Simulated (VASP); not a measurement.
# ZrO2 (k06) (Fm-3m) in VASP: single point with PBEsol

Aim: the single point of ZrO2 (k06) with PBEsol.

Program: VASP 6.6.1. These are calculated values, not measurements. Logs are shortened: lines on timing, memory, paths and dates and some standing lists are left out, and cuts for length are marked.

### 1 The cell of the first run

The structure is cubic, space group Fm-3m (No. 225). Conventional cell: a = 5.064 Å, b = 5.064 Å, c = 5.064 Å, α = 90.00°, β = 90.00°, γ = 90.00°. Zr (site symmetry m-3m) has 8 O at 2.19 Å within 2.9 Å. O (site symmetry -43m) has 4 Zr at 2.19 Å and 6 O at 2.53 Å within 2.9 Å.

### 2 Single point, PBEsol

INCAR

```
SYSTEM = ZrO2
ALGO = Normal ; EDIFF = 1E-6
ENCUT = 600 ; GGA = PS
GGA_COMPAT = .FALSE. ; ISIF = 2
ISMEAR = 0 ; LASPH = .TRUE.
LCHARG = .TRUE. ; LELF = .TRUE.
LREAL = .FALSE. ; LVHAR = .TRUE.
LWAVE = .FALSE. ; NBANDS = 19
NELM = 120 ; PREC = Accurate
SIGMA = 0.02
```

KPOINTS

```
k-points
0
G
  12 12 12
  0 0 0
```

POSCAR

```
ZrO2
1.0
    0.0000000000      2.5320487799      2.5320487799
    2.5320487799      0.0000000000      2.5320487799
    2.5320487799      2.5320487799      0.0000000000
Zr O
1 2
Direct
    0.0000000000      0.0000000000      0.0000000000
    0.2500000000      0.2500000000      0.2500000000
    0.7500000000      0.7500000000      0.7500000000
```

Potentials or basis: VASP PAW PBE potentials, release 64 (Zr_sv, O).

Command:

```
$ cat potpaw_PBE.64/Zr_sv/POTCAR potpaw_PBE.64/O/POTCAR > POTCAR
$ mpirun -np 1 vasp_std > vasp.out
```

OUTCAR:

```text
SYSTEM = ZrO2
   EDIFF = 1E-6
   ENCUT = 600
   GGA = PS
   ISIF = 2
   ISMEAR = 0
   LASPH = .TRUE.
   LREAL = .FALSE.
   NELM = 120
   PREC = Accurate

 ion  position               nearest neighbor table
   1  0.000  0.000  0.000-   3 2.19   3 2.19   3 2.19   2 2.19   3 2.19   2 2.19   2 2.19   2 2.19

   2  0.250  0.250  0.250-   1 2.19   1 2.19   1 2.19   1 2.19
   3  0.750  0.750  0.750-   1 2.19   1 2.19   1 2.19   1 2.19

  LATTYP: Found a face centered cubic cell.
 ALAT       =     5.0640975598

  Lattice vectors:

 A1 = (   0.0000000000,   2.5320487799,   2.5320487799)
 A2 = (   2.5320487799,   0.0000000000,   2.5320487799)
 A3 = (   2.5320487799,   2.5320487799,   0.0000000000)

Analysis of symmetry for initial positions (statically):
=====================================================================
 Subroutine PRICEL returns:
 Original cell was already a primitive cell.

 Routine SETGRP: Setting up the symmetry group for a
 face centered cubic supercell.

 Subroutine GETGRP returns: Found 48 space group operations
 (whereof 48 operations were pure point group operations)
 out of a pool of 48 trial point group operations.

The static configuration has the point symmetry O_h .

Analysis of symmetry for dynamics (positions and initial velocities):
=====================================================================
 Subroutine PRICEL returns:
 Original cell was already a primitive cell.

 Routine SETGRP: Setting up the symmetry group for a
 face centered cubic supercell.

 Subroutine GETGRP returns: Found 48 space group operations
 (whereof 48 operations were pure point group operations)
 out of a pool of 48 trial point group operations.

The dynamic configuration has the point symmetry O_h .

 Subroutine INISYM returns: Found 48 space group operations
 (whereof 48 operations are pure point group operations),
 and found     1 'primitive' translations

----------------------------------------------------------------------------------------

                                     Primitive cell

  volume of cell :      32.4673

  direct lattice vectors                    reciprocal lattice vectors
     0.000000000  2.532048780  2.532048780    -0.197468550  0.197468550  0.197468550
     2.532048780  0.000000000  2.532048780     0.197468550 -0.197468550  0.197468550
     2.532048780  2.532048780  0.000000000     0.197468550  0.197468550 -0.197468550

  length of vectors
     3.580857725  3.580857725  3.580857725     0.342025561  0.342025561  0.342025561

  position of ions in fractional coordinates (direct lattice)
     0.000000000  0.000000000  0.000000000
     0.250000000  0.250000000  0.250000000
     0.750000000  0.750000000  0.750000000

  ion indices of the primitive-cell ions
   primitive index   ion index
                 1           1
                 2           2
                 3           3

----------------------------------------------------------------------------------------

 KPOINTS: k-points

Automatic generation of k-mesh.
 Grid dimensions read from file:
 generate k-points for:   12   12   12

 Generating k-lattice:

  Cartesian coordinates                     Fractional coordinates (reciprocal lattice)
    -0.016455712  0.016455712  0.016455712     0.083333333  0.000000000  0.000000000
     0.016455712 -0.016455712  0.016455712     0.000000000  0.083333333  0.000000000
     0.016455712  0.016455712 -0.016455712     0.000000000  0.000000000  0.083333333

  Length of vectors
     0.028502130  0.028502130  0.028502130

  Shift w.r.t. Gamma in fractional coordinates (k-lattice)
     0.000000000  0.000000000  0.000000000

 Subroutine IBZKPT returns following result:
 ===========================================

 Found     72 irreducible k-points:

 Following reciprocal coordinates:
            Coordinates               Weight
  0.000000  0.000000  0.000000      1.000000
  0.083333  0.000000  0.000000      8.000000
  0.166667  0.000000  0.000000      8.000000
  0.250000  0.000000  0.000000      8.000000
  0.333333  0.000000  0.000000      8.000000
  0.416667  0.000000  0.000000      8.000000
[... 16 lines left out ...]
  0.500000  0.166667  0.000000     24.000000
 -0.416667  0.166667  0.000000     24.000000
 [... further k-points ...]
   k-points           NKPTS =     72   k-points in BZ     NKDIM =     72   number of bands    NBANDS=     19
   number of dos      NEDOS =    301   number of ions     NIONS =      3
   total plane-waves  NPLWV =  27000
   dimension x,y,z NGX =    30 NGY =   30 NGZ =   30
   dimension x,y,z NGXF=    60 NGYF=   60 NGZF=   60
   ions per type =               1   2
   NGX,Y,Z   is equivalent  to a cutoff of  13.93, 13.93, 13.93 a.u.
   NGXF,Y,Z  is equivalent  to a cutoff of  27.86, 27.86, 27.86 a.u.
 SYSTEM =  ZrO2
   PREC   = accura    normal or accurate (medium, high low for compatibility)
   ISTART =      0    job   : 0-new  1-cont  2-samecut
   ICHARG =      2    charge: 1-file 2-atom 10-const
   ISPIN  =      1    spin polarized calculation?
   LNONCOLLINEAR =      F non collinear calculations
   LSORBIT =      F    spin-orbit coupling
   LASPH  =      T    aspherical Exc in radial PAW
   ENCUT  =  600.0 eV  44.10 Ry    6.64 a.u.   7.15  7.15  7.15*2*pi/ulx,y,z
   NELM   =    120;   NELMIN=  2; NELMDL= -5     # of ELM steps
   EDIFF  = 0.1E-05   stopping-criterion for ELM
   LREAL  =      F    real-space projection
   EDIFFG = 0.1E-04   stopping-criterion for IOM
   NSW    =      0    number of steps for IOM
   IBRION =     -1    ionic relax: 0-MD 1-quasi-New 2-CG
   NFREE  =      0    steps in history (QN), initial steepest desc. (CG)
   ISIF   =      2    stress and relaxation
   ISYM   =      2    0-nonsym 1-usesym 2-fastsym
   POTIM  = 0.5000    time-step for ionic-motion
   TEBEG  =    0.0;   TEEND  =   0.0 temperature during run
   PSTRESS=    0.0 pullay stress
   NELECT =      24.0000    total number of electrons
   NUPDOWN=      -1.0000    fix difference up-down
   EMIN   =  10.00;   EMAX   =-10.00  energy-range for DOS
   EFERMI =   0.00;   METHOD = LEGACY
   ISMEAR =     0;   SIGMA  =   0.02  broadening in eV -4-tet -1-fermi 0-gaus
   EFERMI_NEDOS =   21; number of points for ismear=-14 and -15
   IALGO  =     38    algorithm
   IMIX   =      4    mixing-type and parameters
     AMIX     =   0.40;   BMIX     =  1.00
     AMIX_MAG =   1.60;   BMIX_MAG =  1.00
  volume/ion in A,a.u.               =      10.82        73.03
  Fermi-wavevector in a.u.,A,eV,Ry     =   1.480232  2.797233 29.811553  2.191087
  Thomas-Fermi vector in A             =   2.594292
   LORBIT       =      0    0 simple, 1 ext, 2 COOP (PROOUT), +10 PAW based schemes
   GGA     = PS    functional components
   LHFCALC =     F    Hartree Fock is set to
   AEXX    =    0.0000 exact exchange contribution
   IVDW    =     0    specifies the selected vdW correction
   LEPSILON=     F    determine dielectric tensor
   LRPA    =     F    only Hartree local field effects (RPA)
 non-spin polarized calculation
 Gauss-broadening in eV      SIGMA  =   0.02
  energy-cutoff  :      600.00
  volume of cell :       32.47
 maximum number of plane-waves:      1106
 NGX is ok and might be reduce to    30
   NGX = 15   NGY = 15   NGZ = 15

 number of electron      23.9999997 magnetization

 Free energy of the ion-electron system (eV)
  ---------------------------------------------------
  ext. energy  EPLUGINS =         0.00000000
  ---------------------------------------------------
  free energy    TOTEN  =       -29.92922829 eV

  energy without entropy =      -29.92922829  energy(sigma->0) =      -29.92922829

 E-fermi :   7.4878     XC(G=0): -12.1393

 val. band max:        7.2610755160   @ k =   0.5000   0.5000   0.0000
 cond. band min:      10.5843602262   @ k =   0.0000   0.0000   0.0000
 fundamental gap:      3.3232847103
 Fermi energy:         7.4878472129

 k-point     1 :       0.0000    0.0000    0.0000
  band No.  band energies     occupation
      1     -40.6167      2.00000
      2     -18.4804      2.00000
      3     -18.4804      2.00000
      4     -18.4804      2.00000
      5     -10.9518      2.00000
      6      -8.2838      2.00000
[... 11 lines left out ...]
     18      16.8495      0.00000
     19      21.5475      0.00000

 k-point     2 :       0.0833    0.0000    0.0000
  band No.  band energies     occupation
      1     -40.6132      2.00000
      2     -18.5377      2.00000
      3     -18.4856      2.00000
      4     -18.4856      2.00000
      5     -10.8446      2.00000
      6      -8.3625      2.00000
[... 11 lines left out ...]
     18      16.7353      0.00000
     19      21.4094      0.00000

 k-point     3 :       0.1667    0.0000    0.0000
  band No.  band energies     occupation
      1     -40.6037      2.00000
      2     -18.6879      2.00000
      3     -18.4998      2.00000
      4     -18.4998      2.00000
      5     -10.5641      2.00000
      6      -8.5528      2.00000
[... 11 lines left out ...]
     18      16.4577      0.00000
     19      21.0311      0.00000

 k-point     4 :       0.2500    0.0000    0.0000
  band No.  band energies     occupation
      1     -40.5907      2.00000
      2     -18.8803      2.00000
      3     -18.5190      2.00000
      4     -18.5190      2.00000
      5     -10.2288      2.00000
      6      -8.7386      2.00000
[... 11 lines left out ...]
     18      16.3927      0.00000
     19      20.5940      0.00000

 k-point     5 :       0.3333    0.0000    0.0000
  band No.  band energies     occupation
      1     -40.5777      2.00000
      2     -19.0603      2.00000
      3     -18.5381      2.00000
      4     -18.5381      2.00000
      5     -10.0070      2.00000
      6      -8.7817      2.00000
[... 11 lines left out ...]
     18      16.6708      0.00000
     19      20.5432      0.00000

 k-point     6 :       0.4167    0.0000    0.0000
  band No.  band energies     occupation
      1     -40.5681      2.00000
      2     -19.1855      2.00000
      3     -18.5520      2.00000
      4     -18.5520      2.00000
      5      -9.9579      2.00000
      6      -8.6814      2.00000
[... 11 lines left out ...]
     18      16.3730      0.00000
     19      21.0275      0.00000

 k-point     7 :       0.5000    0.0000    0.0000
  band No.  band energies     occupation
      1     -40.5646      2.00000
      2     -19.2300      2.00000
      3     -18.5571      2.00000
      4     -18.5571      2.00000
      5      -9.9631      2.00000
      6      -8.6173      2.00000
[... 11 lines left out ...]
     18      16.1150      0.00000
     19      21.3423      0.00000

 k-point     8 :       0.0833    0.0833    0.0000
  band No.  band energies     occupation
      1     -40.6121      2.00000
      2     -18.5445      2.00000
      3     -18.4935      2.00000
      4     -18.4935      2.00000
      5     -10.8076      2.00000
      6      -8.3896      2.00000
[... 256 lines left out ...]
 k-point    20 :       0.2500    0.1667    0.0000
  band No.  band energies     occupation
      1     -40.5896      2.00000
      2     -18.8368      2.00000
      3     -18.5550      2.00000
      4     -18.5516      2.00000
      5     -10.1182      2.00000
      6      -8.8374      2.00000
[... 11 lines left out ...]
     18      16.1797      0.00000
     19      21.3681      0.00000

 k-point    21 :       0.3333    0.1667    0.0000
  band No.  band energies     occupation
      1     -40.5777      2.00000
      2     -18.9796      2.00000
      3     -18.5953      2.00000
      4     -18.5720      2.00000
      5      -9.8162      2.00000
      6      -8.9729      2.00000
[... 11 lines left out ...]
     18      16.8655      0.00000
     19      21.2194      0.00000

 k-point    22 :       0.4167    0.1667    0.0000
  band No.  band energies     occupation
      1     -40.5670      2.00000
      2     -19.0961      2.00000
      3     -18.6441      2.00000
      4     -18.5846      2.00000
      5      -9.6786      2.00000
      6      -8.9359      2.00000
[... 11 lines left out ...]
     18      17.3292      0.00000
     19      21.2455      0.00000

 k-point    23 :       0.5000    0.1667    0.0000
  band No.  band energies     occupation
      1     -40.5603      2.00000
      2     -19.1601      2.00000
      3     -18.6879      2.00000
      4     -18.5861      2.00000
      5      -9.6825      2.00000
      6      -8.8102      2.00000
[... 11 lines left out ...]
     18      17.3366      0.00000
     19      21.5663      0.00000

 k-point    24 :      -0.4167    0.1667    0.0000
  band No.  band energies     occupation
      1     -40.5594      2.00000
      2     -19.1601      2.00000
      3     -18.7127      2.00000
      4     -18.5762      2.00000
      5      -9.6855      2.00000
      6      -8.7890      2.00000
[... 11 lines left out ...]
     18      17.3328      0.00000
     19      21.6516      0.00000

 [... further k-points ...]

------------------------ aborting loop because EDIFF is reached ----------------------------------------

  FORCE on cell =-STRESS in cart. coord.  units (eV):
  Direction    XX          YY          ZZ          XY          YZ          ZX
  --------------------------------------------------------------------------------------
  -------------------------------------------------------------------------------------
  Total        0.0480892      0.0480892      0.0480892     -0.0000000      0.0000000      0.0000000
  in kB        2.3730752      2.3730752      2.3730752     -0.0000000      0.0000000      0.0000000
  external PRESSURE =       2.3730752 kB  Pullay stress =       0.0000000 kB

 VOLUME and BASIS-vectors are now :
 -----------------------------------------------------------------------------
  energy-cutoff  :      600.00
  volume of cell :       32.47
      direct lattice vectors                 reciprocal lattice vectors
     0.000000000  2.532048780  2.532048780    -0.197468550  0.197468550  0.197468550
     2.532048780  0.000000000  2.532048780     0.197468550 -0.197468550  0.197468550
     2.532048780  2.532048780  0.000000000     0.197468550  0.197468550 -0.197468550

 POSITION                                       TOTAL-FORCE (eV/Angst)
 -----------------------------------------------------------------------------------
      0.00000      0.00000      0.00000        -0.000000     -0.000000      0.000000
      1.26602      1.26602      1.26602        -0.000000     -0.000000     -0.000000
      3.79807      3.79807      3.79807         0.000000      0.000000      0.000000
 -----------------------------------------------------------------------------------
    total drift:                                0.000000     -0.000000      0.000000

  FREE ENERGIE OF THE ION-ELECTRON SYSTEM (eV)
  ---------------------------------------------------
  free  energy   TOTEN  =       -29.9292282873 eV

  energy  without entropy=      -29.9292282873  energy(sigma->0) =      -29.92922829
```

It took 73 s on 1 thread of Intel Xeon 8259CL, shared host; peak memory 0.2 GiB.

Results:

| Quantity | Value |
| --- | --- |
| Free energy | -29.9292 eV |
| Pressure | 0.2 GPa |
| Band gap on the k mesh | 3.32 eV, indirect (least direct gap 3.76 eV) |

Levels at points of the mesh, in eV from the valence-band top:
| k point | band 8 | band 9 | band 10 | band 11 | band 12 | band 13 | band 14 | band 15 | band 16 | band 17 |
| --- | --- | --- | --- | --- | --- | --- | --- | --- | --- | --- |
| (0.00, 0.00, 0.00) | -5.38 | -5.38 | -0.55 | -0.55 | -0.55 | 3.32 | 3.32 | 6.49 | 9.59 | 9.59 |
| (0.50, 0.00, 0.00) | -4.34 | -2.60 | -2.52 | -1.67 | -1.67 | 4.00 | 4.00 | 6.23 | 8.64 | 8.64 |
| (0.50, 0.50, 0.00) | -3.21 | -3.21 | -1.55 | -1.55 | 0.00 | 3.76 | 4.78 | 5.97 | 7.42 | 7.42 |

Caveat: the PAW data sets were made with another functional, which shifts forces and pressure a little. A k mesh can miss the band edges.
